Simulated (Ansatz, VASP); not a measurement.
**One calculation of AlCrBN2, two programs**

```
Al Cr B N
1.0
     3.89698    0.00000    0.00000
     0.00000    3.89698    0.00000
     0.00000    0.00000    3.76199
Al Cr B N
1 1 1 2
Direct
  0.50000 0.50000 0.50000
  0.00000 0.00000 0.00000
  0.50000 0.50000 0.00000
  0.50000 0.00000 0.50000
  0.00000 0.50000 0.50000
```

Change from the starting cell: species swapped into the ErBPd2Rh type (P4/mmm, No. 123).

Alike in both runs: task single point; functional PBE; k mesh 4 × 4 × 4; occupations gaussian, width 0.1 eV; collinear spin.

```csv
,VASP,Ansatz
version,VASP 6.6.1,Ansatz 0.2.0
potentials or method,"VASP PAW PBE potentials, release 64 (Al, Cr_pv, B, N), cutoff 520 eV","scalar-relativistic, plane waves, PAW"
valence electrons in the cell,28,30
```

VASP gave:

* gap on the k mesh at the Fermi level (eV): none
* pressure (GPa): 1.1
* traceless stress, the component that is largest in VASP (GPa): 22.78
* net moment per atom (μB): 0.59
* size of the moment on the site where the two differ most (μB): 3.57

Problem. What did Ansatz give for the same quantities?

Solution. gap on the k mesh at the Fermi level (eV): none; pressure (GPa): 1.1; traceless stress, the component that is largest in VASP (GPa): 22.77; net moment per atom (μB): 0.59; size of the moment on the site where the two differ most (μB): 3.50.

Site moments also hang on the region over which each program counts them. A gap of «none» marks a metal or a gap that the smearing closes. With one functional, cell and mesh, what is left measures potentials, basis and numerics. VASP's potentials hold 28 valence electrons a cell and Ansatz's 30, so a difference there can come from the potentials and not from the codes.

The k mesh is coarse, so the values compare programs but aren't converged.
